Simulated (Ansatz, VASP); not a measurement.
## Two plane-wave programs on CoSi2

Contents of INCAR:

```
SYSTEM = CoSi2
PREC = Accurate ; ENCUT = 520
EDIFF = 1E-7 ; ISMEAR = 0
SIGMA = 0.15 ; LREAL = .False.
LASPH = .True. ; NELM = 80
ALGO = Normal ; ISIF = 2
LWAVE = .False. ; LCHARG = .False.
GGA = PE ; NBANDS = 16
```

KPOINTS

```
Automatic mesh
0
Gamma
  18 18 18
  0 0 0
```

The input POSCAR:

```
CoSi2
1.0
    0.0000000000      2.3876744660      3.3761716950
    2.3876744660      0.0000000000      3.3761716950
    2.3876744660      2.3876744660      0.0000000000
Co Si
1 2
Direct
    0.0000000000      0.0000000000      0.0000000000
    0.2500000000      0.2500000000      0.2500000000
    0.7500000000      0.7500000000      0.7500000000
```

Input for Ansatz:

```yaml
crystal:
  lattice:
    - [0.0, 2.387674466, 3.376171695]
    - [2.387674466, 0.0, 3.376171695]
    - [2.387674466, 2.387674466, 0.0]
  atoms:
    - { symbol: Co, position: [0.0, 0.0, 0.0] }
    - { symbol: Si, position: [0.25, 0.25, 0.25] }
    - { symbol: Si, position: [0.75, 0.75, 0.75] }
basis:
  ecutwfc: 420
kpoints:
  mp_grid: { grid: [18, 18, 18] }
hamiltonian:
  xc: pbe
scf:
  occupations: { method: gaussian, width: 0.15 }
output:
  forces: true
  stress: true
  eigenvalues: true
```

Alike in both runs: task single point; functional PBE; k mesh 18 × 18 × 18; occupations gaussian, width 0.15 eV; no spin polarisation.

|  | VASP | Ansatz |
| --- | --- | --- |
| version | VASP 6.6.1 | Ansatz 0.2.0 |
| potentials or method | VASP PAW PBE potentials, release 64 (Co, Si), cutoff 520 eV | scalar-relativistic, plane waves, PAW |
| valence electrons in the cell | 17 | 25 |

|  | VASP | Ansatz | Ansatz less VASP |
| --- | --- | --- | --- |
| gap on the k mesh at the Fermi level (eV) | none | none | - |
| pressure (GPa) | 5.8 | 5.9 | +0.07 |
| traceless stress, the component that is largest in VASP (GPa) | -23.79 | -24.06 | -0.269 |

A gap of «none» marks a metal or a gap that the smearing closes. VASP's potentials hold 17 valence electrons a cell and Ansatz's 25, so a difference there can come from the potentials and not from the codes.
